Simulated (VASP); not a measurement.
Input of a VASP 6.6.1 run:

The input INCAR:

```
SYSTEM = HfO2
ALGO = Normal
EDIFF = 1E-6
ENCUT = 520
GGA = PE
ISIF = 2
ISMEAR = 0
LASPH = .TRUE.
LCHARG = .FALSE.
LREAL = .FALSE.
LWAVE = .FALSE.
NBANDS = 18
NELM = 80
PREC = Accurate
SIGMA = 0.01
```

The input KPOINTS:

```
k-points
0
G
  8 8 8
  0 0 0
```

POSCAR

```
HfO2
1.0
    0.0000000000      2.5230587524      2.5230587524
    2.5230587524      0.0000000000      2.5230587524
    2.5230587524      2.5230587524      0.0000000000
Hf O
1 2
Direct
    0.0000000000      0.0000000000      0.0000000000
    0.2500000000      0.2500000000      0.2500000000
    0.7500000000      0.7500000000      0.7500000000
```

Potentials or basis: VASP PAW PBE potentials, release 64 (Hf_pv, O).

The run is started by

```console
$ cat potpaw_PBE.64/Hf_pv/POTCAR potpaw_PBE.64/O/POTCAR > POTCAR
$ mpirun -np 1 vasp_std > vasp.out
```

Estimate the band gap on the k mesh.

3.84 eV, direct.

What does it give for the pressure?

4.1 GPa.

Caveat: spin-orbit coupling is left out, which moves the levels of the heavy elements. A k mesh can miss the band edges.
